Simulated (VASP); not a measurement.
Runs of VASP 6.6.1 on Sb. The typed cell holds 1 atom: a = 3.520 Å, b = 3.489 Å, c = 3.551 Å, α = 126.62°, β = 127.33°, γ = 78.30°. 

```csv
level,potentials or basis,k mesh,smearing,grid for exact exchange (PRECFOCK),share of exact exchange,screening parameter,gap on the mesh (eV),pressure (GPa)
PBEsol,"VASP PAW PBE potentials, release 64 (Sb)",11 × 11 × 13,methfessel-paxton 0.05 eV,-,-,-,none,-1.3
r2SCAN0,"VASP PAW PBE potentials, release 64 (Sb)",5 × 5 × 6,fermi-dirac 0.05 eV,Normal,-,-,none,(b)
PBEsol,"VASP PAW PBE potentials, release 64 (Sb)",16 × 16 × 19,methfessel-paxton 0.05 eV,-,-,-,none,-1.0
PBE-based screened hybrid,"VASP PAW PBE potentials, release 64 (Sb)",5 × 5 × 6,fermi-dirac 0.05 eV,Normal,0.25,0.3 1/Å,none,-0.9
PBEsol,"VASP PAW PBE potentials, release 64 (Sb)",7 × 7 × 9,methfessel-paxton 0.05 eV,-,-,-,none,-1.1
PBEsol,"VASP PAW PBE potentials, release 64 (Sb)",13 × 13 × 16,methfessel-paxton 0.05 eV,-,-,-,none,-1.0
PBEsol-based screened hybrid,"VASP PAW PBE potentials, release 64 (Sb)",5 × 5 × 6,fermi-dirac 0.05 eV,Normal,0.25,0.207 1/Å,none,(a)
LDA,"VASP PAW LDA potentials, release 64 (Sb)",6 × 6 × 7,fermi-dirac 0.05 eV,-,-,-,none,-2.5
```

Alike in all rows: task single point; no spin polarisation; cell as given; cutoff (eV) 520.

Estimate the missing entries.

(a) -2.9; (b) -1.4.

Caveats: some runs use coarse meshes; spin-orbit coupling is left out, which moves the levels of the heavy elements; the PAW data sets were made with another functional, which shifts forces and pressure a little (some runs).

A k mesh can miss the band edges, and the runs leave out spin-orbit coupling on Sb.

A gap of «none» marks levels without a gap at the run's occupations.
